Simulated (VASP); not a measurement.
# LiTa (Pm-3m) in VASP: notebook

Runs on LiTa. Level: PBE. Tasks: single point, relaxation of volume and atoms at fixed shape.

Program: VASP 6.6.1. These are calculated values, not measurements. Logs are shortened: lines on timing, memory, paths and dates and some standing lists are left out, and cuts for length are marked.

### 1 The cell of the first run

The structure is cubic, space group Pm-3m (No. 221). Conventional cell: a = 3.110 Å, b = 3.110 Å, c = 3.110 Å, α = 90.00°, β = 90.00°, γ = 90.00°. Ta (site symmetry m-3m) has 8 Li at 2.69 Å and 6 Ta at 3.11 Å within 3.6 Å. Li (site symmetry m-3m) has 8 Ta at 2.69 Å and 6 Li at 3.11 Å within 3.6 Å.

### 2 Single point, PBE

The input, INCAR:

```
SYSTEM = LiTa
PREC = Accurate
ENCUT = 520
EDIFF = 1E-6
ISMEAR = 1
SIGMA = 0.1
LREAL = .False.
LASPH = .True.
NELM = 60
ALGO = Normal
ISIF = 2
LWAVE = .False.
LCHARG = .False.
GGA = PE
NBANDS = 14
```

The input, KPOINTS:

```
Automatic mesh
0
Gamma
  13 13 13
  0 0 0
```

The input, POSCAR:

```
LiTa
1.0
    3.1104435020      0.0000000000      0.0000000000
    0.0000000000      3.1104435020      0.0000000000
    0.0000000000      0.0000000000      3.1104435020
Ta Li
1 1
Direct
    0.0000000000      0.0000000000      0.0000000000
    0.5000000000      0.5000000000      0.5000000000
```

Potentials or basis: VASP PAW PBE potentials, release 64 (Ta_pv, Li_sv).

The run is started by

```console
> cat potpaw_PBE.64/Ta_pv/POTCAR potpaw_PBE.64/Li_sv/POTCAR > POTCAR
> mpirun -np 1 vasp_std > vasp.out
```

OUTCAR:

```text
SYSTEM = LiTa
   PREC = Accurate
   ENCUT = 520
   EDIFF = 1E-6
   ISMEAR = 1
   LREAL = .False.
   LASPH = .True.
   NELM = 60
   ISIF = 2
   GGA = PE

 ion  position               nearest neighbor table
   1  0.000  0.000  0.000-   2 2.69   2 2.69   2 2.69   2 2.69   2 2.69   2 2.69   2 2.69   2 2.69

   2  0.500  0.500  0.500-   1 2.69   1 2.69   1 2.69   1 2.69   1 2.69   1 2.69   1 2.69   1 2.69

  LATTYP: Found a simple cubic cell.
 ALAT       =     3.1104435020

  Lattice vectors:

 A1 = (   3.1104435020,   0.0000000000,   0.0000000000)
 A2 = (   0.0000000000,   3.1104435020,   0.0000000000)
 A3 = (   0.0000000000,   0.0000000000,   3.1104435020)

Analysis of symmetry for initial positions (statically):
=====================================================================
 Subroutine PRICEL returns:
 Original cell was already a primitive cell.

 Routine SETGRP: Setting up the symmetry group for a
 simple cubic supercell.

 Subroutine GETGRP returns: Found 48 space group operations
 (whereof 48 operations were pure point group operations)
 out of a pool of 48 trial point group operations.

The static configuration has the point symmetry O_h .

Analysis of symmetry for dynamics (positions and initial velocities):
=====================================================================
 Subroutine PRICEL returns:
 Original cell was already a primitive cell.

 Routine SETGRP: Setting up the symmetry group for a
 simple cubic supercell.

 Subroutine GETGRP returns: Found 48 space group operations
 (whereof 48 operations were pure point group operations)
 out of a pool of 48 trial point group operations.

The dynamic configuration has the point symmetry O_h .

 Subroutine INISYM returns: Found 48 space group operations
 (whereof 48 operations are pure point group operations),
 and found     1 'primitive' translations

----------------------------------------------------------------------------------------

                                     Primitive cell

  volume of cell :      30.0931

  direct lattice vectors                    reciprocal lattice vectors
     3.110443502  0.000000000  0.000000000     0.321497561  0.000000000  0.000000000
     0.000000000  3.110443502  0.000000000     0.000000000  0.321497561  0.000000000
     0.000000000  0.000000000  3.110443502     0.000000000  0.000000000  0.321497561

  length of vectors
     3.110443502  3.110443502  3.110443502     0.321497561  0.321497561  0.321497561

  position of ions in fractional coordinates (direct lattice)
     0.000000000  0.000000000  0.000000000
     0.500000000  0.500000000  0.500000000

  ion indices of the primitive-cell ions
   primitive index   ion index
                 1           1
                 2           2

----------------------------------------------------------------------------------------

 KPOINTS: Automatic mesh

Automatic generation of k-mesh.
 Grid dimensions read from file:
 generate k-points for:   13   13   13

 Generating k-lattice:

  Cartesian coordinates                     Fractional coordinates (reciprocal lattice)
     0.024730582  0.000000000  0.000000000     0.076923077  0.000000000  0.000000000
     0.000000000  0.024730582  0.000000000     0.000000000  0.076923077  0.000000000
     0.000000000  0.000000000  0.024730582     0.000000000  0.000000000  0.076923077

  Length of vectors
     0.024730582  0.024730582  0.024730582

  Shift w.r.t. Gamma in fractional coordinates (k-lattice)
     0.000000000  0.000000000  0.000000000

 Subroutine IBZKPT returns following result:
 ===========================================

 Found     84 irreducible k-points:

 Following reciprocal coordinates:
            Coordinates               Weight
  0.000000  0.000000  0.000000      1.000000
  0.076923  0.000000  0.000000      6.000000
  0.153846  0.000000  0.000000      6.000000
  0.230769  0.000000  0.000000      6.000000
  0.307692  0.000000  0.000000      6.000000
  0.384615  0.000000  0.000000      6.000000
[... 16 lines left out ...]
  0.307692  0.307692  0.000000     12.000000
  0.384615  0.307692  0.000000     24.000000
 [... further k-points ...]
   k-points           NKPTS =     84   k-points in BZ     NKDIM =     84   number of bands    NBANDS=     14
   number of dos      NEDOS =    301   number of ions     NIONS =      2
   total plane-waves  NPLWV =  13824
   dimension x,y,z NGX =    24 NGY =   24 NGZ =   24
   dimension x,y,z NGXF=    48 NGYF=   48 NGZF=   48
   ions per type =               1   1
   NGX,Y,Z   is equivalent  to a cutoff of  12.83, 12.83, 12.83 a.u.
   NGXF,Y,Z  is equivalent  to a cutoff of  25.65, 25.65, 25.65 a.u.
 SYSTEM =  LiTa
   PREC   = accura    normal or accurate (medium, high low for compatibility)
   ISTART =      0    job   : 0-new  1-cont  2-samecut
   ICHARG =      2    charge: 1-file 2-atom 10-const
   ISPIN  =      1    spin polarized calculation?
   LNONCOLLINEAR =      F non collinear calculations
   LSORBIT =      F    spin-orbit coupling
   LASPH  =      T    aspherical Exc in radial PAW
   ENCUT  =  520.0 eV  38.22 Ry    6.18 a.u.   5.78  5.78  5.78*2*pi/ulx,y,z
   NELM   =     60;   NELMIN=  2; NELMDL= -5     # of ELM steps
   EDIFF  = 0.1E-05   stopping-criterion for ELM
   LREAL  =      F    real-space projection
   EDIFFG = 0.1E-04   stopping-criterion for IOM
   NSW    =      0    number of steps for IOM
   IBRION =     -1    ionic relax: 0-MD 1-quasi-New 2-CG
   NFREE  =      0    steps in history (QN), initial steepest desc. (CG)
   ISIF   =      2    stress and relaxation
   ISYM   =      2    0-nonsym 1-usesym 2-fastsym
   POTIM  = 0.5000    time-step for ionic-motion
   TEBEG  =    0.0;   TEEND  =   0.0 temperature during run
   PSTRESS=    0.0 pullay stress
   NELECT =      14.0000    total number of electrons
   NUPDOWN=      -1.0000    fix difference up-down
   EMIN   =  10.00;   EMAX   =-10.00  energy-range for DOS
   EFERMI =   0.00;   METHOD = LEGACY
   ISMEAR =     1;   SIGMA  =   0.10  broadening in eV -4-tet -1-fermi 0-gaus
   EFERMI_NEDOS =   21; number of points for ismear=-14 and -15
   IALGO  =     38    algorithm
   IMIX   =      4    mixing-type and parameters
     AMIX     =   0.40;   BMIX     =  1.00
     AMIX_MAG =   1.60;   BMIX_MAG =  1.00
  volume/ion in A,a.u.               =      15.05       101.54
  Fermi-wavevector in a.u.,A,eV,Ry     =   1.268514  2.397143 21.893505  1.609127
  Thomas-Fermi vector in A             =   2.401605
   LORBIT       =      0    0 simple, 1 ext, 2 COOP (PROOUT), +10 PAW based schemes
   GGA     = PE    functional components
   LHFCALC =     F    Hartree Fock is set to
   AEXX    =    0.0000 exact exchange contribution
   IVDW    =     0    specifies the selected vdW correction
   LEPSILON=     F    determine dielectric tensor
   LRPA    =     F    only Hartree local field effects (RPA)
 non-spin polarized calculation
 Methfessel and Paxton  Order N= 1 SIGMA  =   0.10
  energy-cutoff  :      520.00
  volume of cell :       30.09
 maximum number of plane-waves:       837
 NGX is ok and might be reduce to    24
   NGX = 11   NGY = 11   NGZ = 11

 number of electron      13.9999997 magnetization

 Free energy of the ion-electron system (eV)
  ---------------------------------------------------
  ext. energy  EPLUGINS =         0.00000000
  ---------------------------------------------------
  free energy    TOTEN  =       -12.37511049 eV

  energy without entropy =      -12.37577393  energy(sigma->0) =      -12.37533164

 E-fermi :   4.3295     XC(G=0): -11.0838

 val. band max:        4.3113909272   @ k =   0.4615   0.3077   0.0000
 cond. band min:       4.3965917350   @ k =   0.4615   0.3846   0.0769
 fundamental gap:      0.0852008078
 Fermi energy:         4.3295333175

 k-point     1 :       0.0000    0.0000    0.0000
  band No.  band energies     occupation
      1     -40.2043      2.00000
      2     -30.0059      2.00000
      3     -30.0059      2.00000
      4     -30.0059      2.00000
      5      -2.2940      2.00000
      6       2.3279      2.00000
      7       2.3279      2.00000
      8       7.8374      0.00000
      9       7.8374      0.00000
     10       7.8374      0.00000
     11      11.7675      0.00000
     12      11.7675      0.00000
     13      11.7675      0.00000
     14      18.0098      0.00000

 k-point     2 :       0.0769    0.0000    0.0000
  band No.  band energies     occupation
      1     -40.2040      2.00000
      2     -30.0267      2.00000
      3     -30.0041      2.00000
      4     -30.0041      2.00000
      5      -2.1907      2.00000
      6       2.3659      2.00000
      7       2.3965      2.00000
      8       7.5674      0.00000
      9       7.5674      0.00000
     10       7.8527      0.00000
     11      11.5403      0.00000
     12      12.1165      0.00000
     13      12.1165      0.00000
     14      18.0263      0.00000

 k-point     3 :       0.1538    0.0000    0.0000
  band No.  band energies     occupation
      1     -40.2035      2.00000
      2     -30.0837      2.00000
      3     -29.9991      2.00000
      4     -29.9991      2.00000
      5      -1.9034      2.00000
      6       2.4738      2.00000
      7       2.5938      2.00000
      8       6.9708      0.00000
      9       6.9708      0.00000
     10       7.8954      0.00000
     11      11.0051      0.00000
     12      12.9534      0.00000
     13      12.9534      0.00000
     14      17.9876      0.00000

 k-point     4 :       0.2308    0.0000    0.0000
  band No.  band energies     occupation
      1     -40.2026      2.00000
      2     -30.1632      2.00000
      3     -29.9919      2.00000
      4     -29.9919      2.00000
      5      -1.4954      2.00000
      6       2.6335      2.00000
      7       2.8875      2.00000
      8       6.3272     -0.00000
      9       6.3272     -0.00000
     10       7.9567      0.00000
     11      10.4312      0.00000
     12      14.0106      0.00000
     13      14.0106      0.00000
     14      16.7181      0.00000

 k-point     5 :       0.3077    0.0000    0.0000
  band No.  band energies     occupation
      1     -40.2017      2.00000
      2     -30.2465      2.00000
      3     -29.9844      2.00000
      4     -29.9844      2.00000
      5      -1.0575      2.00000
      6       2.8141      2.00000
      7       3.2089      2.00000
      8       5.7768     -0.00000
      9       5.7768     -0.00000
     10       8.0229      0.00000
     11      10.0242      0.00000
[... 276 lines left out ...]
 k-point    22 :       0.4615    0.2308    0.0000
  band No.  band energies     occupation
      1     -40.1964      2.00000
      2     -30.3386      2.00000
      3     -30.1315      2.00000
      4     -29.9611      2.00000
      5       0.6657      2.00000
      6       2.6203      2.00000
      7       3.8262      2.00000
      8       5.1339     -0.00000
      9       5.5015     -0.00000
     10       6.9991      0.00000
     11       9.8799      0.00000
     12      13.8528      0.00000
     13      15.6699      0.00000
     14      17.1670      0.00000

 k-point    23 :       0.3077    0.3077    0.0000
  band No.  band energies     occupation
      1     -40.1965      2.00000
      2     -30.2254      2.00000
      3     -30.2239      2.00000
      4     -29.9635      2.00000
      5       0.4796      2.00000
      6       2.7566      2.00000
      7       3.9839      2.00001
      8       4.6721     -0.00001
      9       6.0539     -0.00000
     10       6.4932      0.00000
     11      10.1272      0.00000
     12      13.1751      0.00000
     13      16.3415      0.00000
     14      16.6064      0.00000

 k-point    24 :       0.3846    0.3077    0.0000
  band No.  band energies     occupation
      1     -40.1949      2.00000
      2     -30.2928      2.00000
      3     -30.2183      2.00000
      4     -29.9574      2.00000
      5       0.9883      2.00000
      6       2.4626      2.00000
      7       4.2108      2.07046
      8       4.8679     -0.00000
      9       5.8563     -0.00000
     10       6.4649      0.00000
     11       9.9101      0.00000
     12      12.9133      0.00000
     13      16.3735      0.00000
     14      16.5515      0.00000

 [... further k-points ...]

------------------------ aborting loop because EDIFF is reached ----------------------------------------

  FORCE on cell =-STRESS in cart. coord.  units (eV):
  Direction    XX          YY          ZZ          XY          YZ          ZX
  --------------------------------------------------------------------------------------
  -------------------------------------------------------------------------------------
  Total       -0.0108627     -0.0108627     -0.0108627     -0.0000000      0.0000000     -0.0000000
  in kB       -0.5783399     -0.5783399     -0.5783399     -0.0000000      0.0000000     -0.0000000
  external PRESSURE =      -0.5783399 kB  Pullay stress =       0.0000000 kB

 VOLUME and BASIS-vectors are now :
 -----------------------------------------------------------------------------
  energy-cutoff  :      520.00
  volume of cell :       30.09
      direct lattice vectors                 reciprocal lattice vectors
     3.110443502  0.000000000  0.000000000     0.321497561  0.000000000  0.000000000
     0.000000000  3.110443502  0.000000000     0.000000000  0.321497561  0.000000000
     0.000000000  0.000000000  3.110443502     0.000000000  0.000000000  0.321497561

 POSITION                                       TOTAL-FORCE (eV/Angst)
 -----------------------------------------------------------------------------------
      0.00000      0.00000      0.00000         0.000000      0.000000      0.000000
      1.55522      1.55522      1.55522         0.000000      0.000000      0.000000
 -----------------------------------------------------------------------------------
    total drift:                                0.000000      0.000000     -0.000000

  FREE ENERGIE OF THE ION-ELECTRON SYSTEM (eV)
  ---------------------------------------------------
  free  energy   TOTEN  =       -12.3751104893 eV

  energy  without entropy=      -12.3757739268  energy(sigma->0) =      -12.37533164
```

Wall time 27 s (1 thread of Intel Xeon 8259CL, shared host); peak memory 0.16 GiB.

Results:

| Quantity | Value |
| --- | --- |
| Free energy | -12.3751 eV |
| Band gap on the k mesh | zero (bands 7 and 8 overlap by 1.10 eV) |

Levels at points of the mesh, in eV from the Fermi level:
```
           k point  band 5  band 6  band 7  band 8  band 9  band 10
(0.00, 0.00, 0.00)   -6.62   -2.00   -2.00    3.51    3.51     3.51
```

Caveat: the cutoff is under 1.25 times the usual one of these potentials, so pressure, stress and relaxed cells hold a basis-set (Pulay) error; spin-orbit coupling is left out, which moves the levels of the heavy elements.

### 3 Relaxation of volume and atoms at fixed shape, PBE

This run uses another cell than the first one, of 19.74 Å³/atom.

The input, INCAR:

```
  ALGO = Normal
  EDIFF = 1E-6
  EDIFFG = -0.01
  ENCUT = 600
  GGA = PE
  IBRION = 2
  ISIF = 8
  ISMEAR = 1
  LASPH = T
  LCHARG = F
  LREAL = F
  LWAVE = F
  NELM = 100
  NSW = 80
  PREC = Accurate
  SIGMA = 0.1
```

The input, KPOINTS:

```
k-points
0
Gamma
  13 13 13
```

The input, POSCAR:

```
LiTa
1.0
    3.4050000000      0.0000000000      0.0000000000
    0.0000000000      3.4050000000      0.0000000000
    0.0000000000      0.0000000000      3.4050000000
Ta Li
1 1
Direct
    0.0000000000      0.0000000000      0.0000000000
    0.5000000000      0.5000000000      0.5000000000
```

Potentials or basis: VASP PAW PBE potentials, release 64 (Ta_pv, Li_sv).

The run is started by

```console
> cat potpaw_PBE.64/Ta_pv/POTCAR potpaw_PBE.64/Li_sv/POTCAR > POTCAR
> mpirun -np 1 vasp_std > vasp.out
```

OUTCAR:

```text
EDIFF = 1E-6
   EDIFFG = -0.01
   ENCUT = 600
   GGA = PE
   IBRION = 2
   ISIF = 8
   ISMEAR = 1
   LASPH = T
   LREAL = F
   NELM = 100
   NSW = 80
   PREC = Accurate

 ion  position               nearest neighbor table
   1  0.000  0.000  0.000-   2 2.95   2 2.95   2 2.95   2 2.95   2 2.95   2 2.95   2 2.95   2 2.95

   2  0.500  0.500  0.500-   1 2.95   1 2.95   1 2.95   1 2.95   1 2.95   1 2.95   1 2.95   1 2.95

  LATTYP: Found a simple cubic cell.
 ALAT       =     3.4050000000

  Lattice vectors:

 A1 = (   3.4050000000,   0.0000000000,   0.0000000000)
 A2 = (   0.0000000000,   3.4050000000,   0.0000000000)
 A3 = (   0.0000000000,   0.0000000000,   3.4050000000)

Analysis of symmetry for initial positions (statically):
=====================================================================
 Subroutine PRICEL returns:
 Original cell was already a primitive cell.

 Routine SETGRP: Setting up the symmetry group for a
[... 186 lines left out ...]
      6       1.2549      2.00000
      7       1.2549      2.00000
      8       5.0357      0.00000
      9       5.0357      0.00000
     10       5.0357      0.00000
     11       8.9449      0.00000
[... 393 lines left out ...]
--------------------------------------- Ionic step        3  -------------------------------------------

 number of electron      13.9999997 magnetization

 Free energy of the ion-electron system (eV)
  ---------------------------------------------------
  ext. energy  EPLUGINS =         0.00000000
  ---------------------------------------------------
  free energy    TOTEN  =       -12.38713569 eV

  energy without entropy =      -12.38781299  energy(sigma->0) =      -12.38736146

 E-fermi :   4.3459     XC(G=0): -11.0953

 val. band max:        4.3280456844   @ k =   0.4615   0.3077   0.0000
 cond. band min:       4.4132143162   @ k =   0.4615   0.3846   0.0769
 fundamental gap:      0.0851686318
 Fermi energy:         4.3459373240

 k-point     1 :       0.0000    0.0000    0.0000
  band No.  band energies     occupation
      1     -40.1809      2.00000
      2     -29.9842      2.00000
      3     -29.9842      2.00000
      4     -29.9842      2.00000
      5      -2.2905      2.00000
      6       2.3368      2.00000
      7       2.3368      2.00000
      8       7.8644      0.00000
      9       7.8644      0.00000
     10       7.8644      0.00000
     11      11.7953      0.00000
[... 351 lines left out ...]
  FREE ENERGIE OF THE ION-ELECTRON SYSTEM (eV)
  ---------------------------------------------------
  free  energy   TOTEN  =       -12.3871356912 eV

  energy  without entropy=      -12.3878129892  energy(sigma->0) =      -12.38736146

 reached required accuracy - stopping structural energy minimisation
```

Run time: 2.1 min. Hardware: 1 thread of Intel Xeon 8259CL, shared host; peak memory 0.2 GiB.

What came out:

```
Free energy                           : -12.3871 eV
Relaxed volume                        : 15.01 Å³/atom
Relaxed cell                          : a = 3.108 Å, b = 3.108 Å, c = 3.108 Å, α = 90.00°, β = 90.00°, γ = 90.00°
Space group after relaxing (to 0.1 Å) : Pm-3m (No. 221)
Energy gained by relaxing             : 306.1 meV/atom
Ionic steps                           : 3
Pressure after relaxing               : 0.1 GPa
Band gap on the k mesh                : zero (bands 7 and 8 overlap by 1.10 eV)
```

The path:
```
step  energy change (eV)  largest force (eV/Å)  pressure (GPa)  volume (Å³)
   1              0.0000                0.0000          -16.44        39.48
   2             -0.5994                0.0000            4.04        29.00
   3             -0.6122                0.0000            0.10        30.02
```

Final structure:
```
CELL_PARAMETERS angstrom
3.10787 0.00000 0.00000
0.00000 3.10787 0.00000
0.00000 0.00000 3.10787
ATOMIC_POSITIONS crystal
Ta 0.00000 0.00000 0.00000
Li 0.50000 0.50000 0.50000
```

Caveat: the cutoff is under 1.25 times the usual one of these potentials, so pressure, stress and relaxed cells hold a basis-set (Pulay) error; the volume moved by over 15 % at a fixed basis, so the end points are rough; spin-orbit coupling is left out, which moves the levels of the heavy elements.
